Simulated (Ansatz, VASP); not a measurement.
This is a calculation of Al for Ansatz 0.2.0.

Contents of input.yaml:

```yaml
crystal:
  lattice:
    - [-1.6224269796, 1.6224269796, 1.6224269796]
    - [1.6224269796, -1.6224269796, 1.6224269796]
    - [1.6224269796, 1.6224269796, -1.6224269796]
  atoms:
    - { symbol: Al, position: [0.0, 0.0, 0.0] }
hamiltonian:
  xc: lda
  pseudopotentials: { kind: paw }
kpoints:
  mp_grid: { grid: [12, 12, 12] }
scf:
  occupations: { method: fermi_dirac, width: 0.05 }
output:
  forces: true
  stress: true
  eigenvalues: true
```

Potentials or basis: Ansatz PAW.

Command:

```sh
$ ansatz run input.yaml --threads 2 --pin off --max-ram 5632MiB --backend cpu --events-out ev --progress --plain --runs-dir out
```

Problem. Translate it to VASP 6.6.1. Potentials there: VASP PAW LDA potentials, release 64 (Al).

Solution. As run (the cutoff follows the program's own potentials):

Contents of INCAR:

```
  PREC = Accurate
  ENCUT = 520
  EDIFF = 1E-6
  ISMEAR = -1
  SIGMA = 0.05
  LREAL = F
  LASPH = T
  NELM = 60
  ALGO = Normal
  ISIF = 2
  LWAVE = F
  LCHARG = T
  GGA = CA
  LELF = T
  LVHAR = T
  NBANDS = 8
```

File KPOINTS:

```
regular mesh
0
Gamma
  12 12 12
```

Contents of POSCAR:

```
Al
1.0
   -1.6224269796      1.6224269796      1.6224269796
    1.6224269796     -1.6224269796      1.6224269796
    1.6224269796      1.6224269796     -1.6224269796
Al
1
Direct
    0.0000000000      0.0000000000      0.0000000000
```

Potentials or basis: VASP PAW LDA potentials, release 64 (Al).

The run is started by

```console
$ cat potpaw_LDA.64/Al/POTCAR > POTCAR
$ mpirun -np 1 vasp_std > vasp.out
```

Both were run:

|  | VASP | Ansatz | Ansatz less VASP |
| --- | --- | --- | --- |
| gap on the k mesh at the Fermi level (eV) | none | none | - |
| pressure (GPa) | -3.4 | -3.5 | -0.05 |

LDA's correlation is that of Perdew and Zunger in VASP and of Perdew and Wang (1992) in Ansatz. A gap of «none» marks a metal or a gap that the smearing closes.
